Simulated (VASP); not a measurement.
Crystal: HgTe.

```
Hg Te
1.0
     0.00000    3.18000    3.18000
     3.18000    0.00000    3.18000
     3.18000    3.18000    0.00000
Hg Te
1 1
Cartesian
  0.0000 0.0000 0.0000
  3.1800 3.1800 3.1800
```

- Program: VASP 6.6.1
- Task: relaxation of cell and atoms
- Functional: PBE
- Dispersion: D3(BJ)
- Potentials or basis: VASP PAW PBE potentials, release 64 (Hg, Te)
- Cutoff: 600 eV
- k mesh: 12 × 12 × 12
- Occupations: gaussian, width 0.1 eV
- Spin: no spin polarisation

At the start: pressure -5.6 GPa; volume 32.16 Å³/atom.

Question: Where does the relaxation end?

Answer: Over 3 steps the energy falls by 93.2 meV/atom and the volume is 27.62 Å³/atom (-14.1 %); space group Fm-3m (No. 225, to 0.05 Å).

The path:
```
step  energy change (eV)  largest force (eV/Å)  pressure (GPa)  volume (Å³)
   1              0.0000                0.0000           -5.59        64.31
   2             -0.1842                0.0000            0.86        54.43
   3             -0.1864                0.0000            0.02        55.24
```

Final structure:
```
Hg Te
1.0
     0.00000    3.02274    3.02274
     3.02274    0.00000    3.02274
     3.02274    3.02274    0.00000
Hg Te
1 1
Direct
  0.00000 0.00000 0.00000
  0.50000 0.50000 0.50000
```

Caveat: the volume moved by -14 % from the deposited cell, more than functionals usually miss; pairwise dispersion overbinds metals, which lowers pressure and volume.
